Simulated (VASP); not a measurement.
Here is a VASP 6.6.1 calculation.

The input INCAR:

```
SYSTEM = WS
ALGO = Normal ; EDIFF = 1E-6
ENCUT = 520 ; ISIF = 2
ISMEAR = -1 ; LASPH = .TRUE.
LCHARG = .FALSE. ; LREAL = .FALSE.
LWAVE = .FALSE. ; NBANDS = 28
NELM = 80 ; PREC = Accurate
SIGMA = 0.05
```

File KPOINTS:

```
k-points
0
G
  10 10 1
  0 0 0
```

Contents of POSCAR:

```
WS
1.0
    3.1835163551      0.0000000000      0.0000000000
   -1.5917581776      2.7570060369      0.0000000000
    0.0000000000      0.0000000000     31.9505778900
W S
2 2
Direct
    0.3333333300      0.6666666600      0.2347375383
    0.3333333300      0.6666666600      0.7652624617
    0.6666666700      0.3333333400      0.2835461018
    0.6666666700      0.3333333400      0.7164538982
```

Potentials or basis: VASP PAW LDA potentials, release 64 (W_sv, S).

Run with:

```console
$ cat potpaw_LDA.64/W_sv/POTCAR potpaw_LDA.64/S/POTCAR > POTCAR
$ mpirun -np 1 vasp_std > vasp.out
```

Q: What does it give for the largest force?

A: 1.125 eV/Å.

Q: Predict the band gap on the k mesh.

A: 0.12 eV, indirect (least direct gap 0.77 eV).

Forces on the atoms (eV/Å):
```
W    0.000  0.000  1.125
W    0.000  0.000 -1.125
S    0.000  0.000 -1.125
S    0.000  0.000  1.125
```

Caveat: spin-orbit coupling is left out, which moves the levels of the heavy elements.
